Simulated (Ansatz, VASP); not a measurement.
**Al: VASP beside Ansatz**

The input INCAR:

```
SYSTEM = Al
PREC = Accurate ; ENCUT = 520
EDIFF = 1E-6 ; ISMEAR = 1
SIGMA = 0.3 ; LREAL = .FALSE.
LASPH = .TRUE. ; NELM = 80
ALGO = Normal ; ISIF = 2
LWAVE = .FALSE. ; LCHARG = .TRUE.
LELF = .TRUE. ; LVHAR = .TRUE.
NBANDS = 8
```

File KPOINTS:

```
Automatic mesh
0
G
  14 14 14
  0 0 0
```

POSCAR

```
Al
1.0
    0.0000000000      1.9916090303      1.9916090303
    1.9916090303      0.0000000000      1.9916090303
    1.9916090303      1.9916090303      0.0000000000
Al
1
Direct
    0.0000000000      0.0000000000      0.0000000000
```

Input for Ansatz:

```yaml
crystal:
  lattice:
    - [0.0, 1.9916090303, 1.9916090303]
    - [1.9916090303, 0.0, 1.9916090303]
    - [1.9916090303, 1.9916090303, 0.0]
  atoms:
    - { symbol: Al, position: [0.0, 0.0, 0.0] }
hamiltonian:
  xc: lda
  pseudopotentials:
    kind: paw
    azcp:
      Al: "pseudopotentials/Al.paw.azcp"
basis:
  ecutwfc: 420
  fft_grid_basis: typed
kpoints:
  mp_grid: { grid: [14, 14, 14], shift: [0, 0, 0] }
magnetization:
  spin_polarized: false
scf:
  occupations: { method: methfessel_paxton, width: 0.3 }
  lower_state_search: "off"
output:
  stress: true
```

Alike in both runs: task single point; functional LDA; k mesh 14 × 14 × 14; occupations methfessel-paxton of order 1, width 0.3 eV; no spin polarisation.

|  | VASP | Ansatz |
| --- | --- | --- |
| version | VASP 6.6.1 | Ansatz 0.2.0 |
| potentials or method | VASP PAW LDA potentials, release 64 (Al), cutoff 520 eV | plane waves (420 eV) with PAW, scalar-relativistic |
| valence electrons in the cell | 3 | 3 |

VASP gave:

```
pressure (GPa) : -0.1
```

Question: What did Ansatz give for the same quantities?

Answer: Pressure (GPa): -0.2.

Ansatz warns that its potentials were made for another functional, while VASP's fit it. LDA's correlation is that of Perdew and Zunger in VASP and of Perdew and Wang (1992) in Ansatz.
